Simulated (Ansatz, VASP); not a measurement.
## CoO in VASP and in Ansatz

```
CELL_PARAMETERS angstrom
0.00000 2.31128 2.31128
4.57704 2.31128 2.31128
4.57704 4.62257 0.00000
ATOMIC_POSITIONS crystal
Co 0.00000 0.00000 0.00000
Co 0.00000 0.00000 0.50000
O 0.25000 0.25000 0.00000
O 0.25000 0.25000 0.50000
```

Alike in both runs: functional PBE; k mesh 14 × 14 × 7; occupations gaussian, width 0.02 eV; collinear spin; Hubbard terms Co d U = 3.32 eV.

Ansatz relaxed the structure, and its values are those at the end. VASP's run is a single point on that final structure, the one shown.

|  | VASP | Ansatz |
| --- | --- | --- |
| version | VASP 6.6.1 | Ansatz 0.2.0 |
| potentials or method | VASP PAW PBE potentials, release 64 (Co, O), cutoff 520 eV | scalar-relativistic, plane waves, PAW |
| valence electrons in the cell | 30 | 46 |

Ansatz gave:

- gap on the k mesh at the Fermi level (eV): 1.04
- least direct gap on the mesh (eV): 1.92
- pressure (GPa): 0.0
- net moment per atom (μB): 0.00
- size of the moment on the site where the two differ most (μB): 2.40

Estimate VASP's values.

gap on the k mesh at the Fermi level (eV): 1.10; least direct gap on the mesh (eV): 1.97; pressure (GPa): -1.6; net moment per atom (μB): 0.00; size of the moment on the site where the two differ most (μB): 2.62.

Site moments also hang on the region over which each program counts them. The programs project onto different local orbitals, so the same U acts differently, and such runs can settle in different states. VASP's potentials hold 30 valence electrons a cell and Ansatz's 46, so a difference there can come from the potentials and not from the codes.
